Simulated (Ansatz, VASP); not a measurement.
**TiC in VASP and in Ansatz**

```
Ti C
1.0
     0.00000    2.16400    2.16400
     2.16400    0.00000    2.16400
     2.16400    2.16400    0.00000
Ti C
1 1
Direct
  0.94801 0.94801 0.05199
  0.50000 0.50000 0.50000
```

Change from the starting cell: all Ti atoms moved +0.225 Å, as atom 1 towards its neighbour atom 2 (C) at 2.164 Å.

Alike in both runs: task single point; functional PBE; k mesh 18 × 18 × 18; occupations gaussian, width 0.15 eV; no spin polarisation.

|  | VASP | Ansatz |
| --- | --- | --- |
| version | VASP 6.6.1 | Ansatz 0.2.0 |
| potentials or method | VASP PAW PBE potentials, release 64 (Ti_sv, C), cutoff 520 eV | scalar-relativistic, plane waves, PAW |
| valence electrons in the cell | 16 | 16 |

```csv
,VASP,Ansatz,Ansatz less VASP
gap on the k mesh at the Fermi level (eV),none,none,-
pressure (GPa),7.3,7.1,-0.21
"traceless stress, the component that is largest in VASP (GPa)",11.14,11.02,-0.119
rms of the force components (eV/Å),1.344,1.335,-0.0087
```

Atom by atom the forces differ by 0.009 eV/Å (rms over components). A gap of «none» marks a metal or a gap that the smearing closes. With one functional, cell and mesh, what is left measures potentials, basis and numerics.
